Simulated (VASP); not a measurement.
A run of VASP 6.6.1 is set up as follows.

POSCAR

```
CdF2
1.0
    0.0000000000      2.6940000000      2.6940000000
    2.6940000000      0.0000000000      2.6940000000
    2.6940000000      2.6940000000      0.0000000000
Cd F
1 2
Direct
    0.0000000000      0.0000000000      0.0000000000
    0.7500000000      0.7500000000      0.7500000000
    0.2500000000      0.2500000000      0.2500000000
```

File INCAR.step1:

```
PREC     = Accurate       # precision mode
ENCUT    = 520            # plane-wave cutoff, eV
ISMEAR   = 0              # smearing method
SIGMA    = 0.01           # smearing width, eV
LREAL    = F              # projectors in reciprocal space
LASPH    = T              # aspherical terms in the spheres
NELM     = 60             # most SCF steps
NBANDS   = 20             # bands
GGA      = PE             # functional
ALGO     = Normal         # electronic algorithm
EDIFF    = 1E-4           # SCF threshold, eV
LWAVE    = T              # write WAVECAR
LCHARG   = F              # write CHGCAR
```

The input INCAR.step2:

```
PREC     = Accurate       # precision mode
ENCUT    = 520            # plane-wave cutoff, eV
EDIFF    = 1E-7           # SCF threshold, eV
ISMEAR   = 0              # smearing method
SIGMA    = 0.01           # smearing width, eV
LREAL    = F              # projectors in reciprocal space
LASPH    = T              # aspherical terms in the spheres
NELM     = 60             # most SCF steps
ALGO     = Normal         # electronic algorithm
ISIF     = 2              # what is computed and relaxed
LWAVE    = F              # write WAVECAR
LCHARG   = F              # write CHGCAR
METAGGA  = R2SCAN         # meta-GGA
LMIXTAU  = T            
NBANDS   = 20             # bands
ISTART   = 1
```

Contents of KPOINTS:

```
regular mesh
0
Gamma
  8 8 8
```

Potentials or basis: VASP PAW PBE potentials, release 64 (Cd, F).

Command:

```console
$ cat potpaw_PBE.64/Cd/POTCAR potpaw_PBE.64/F/POTCAR > POTCAR
$ cp INCAR.step1 INCAR
$ mpirun -np 1 vasp_std > vasp.out
$ cp INCAR.step2 INCAR
$ mpirun -np 1 vasp_std > vasp.out
```

Problem. Predict the pressure.

Solution. 1.0 GPa.

Problem. Predict the band gap on the k mesh.

Solution. 3.75 eV, indirect (least direct gap 4.25 eV).

Caveat: the PAW data sets were made with another functional, which shifts forces and pressure a little. r2SCAN opens gaps a little over a GGA but as a rule still falls short of measured ones.
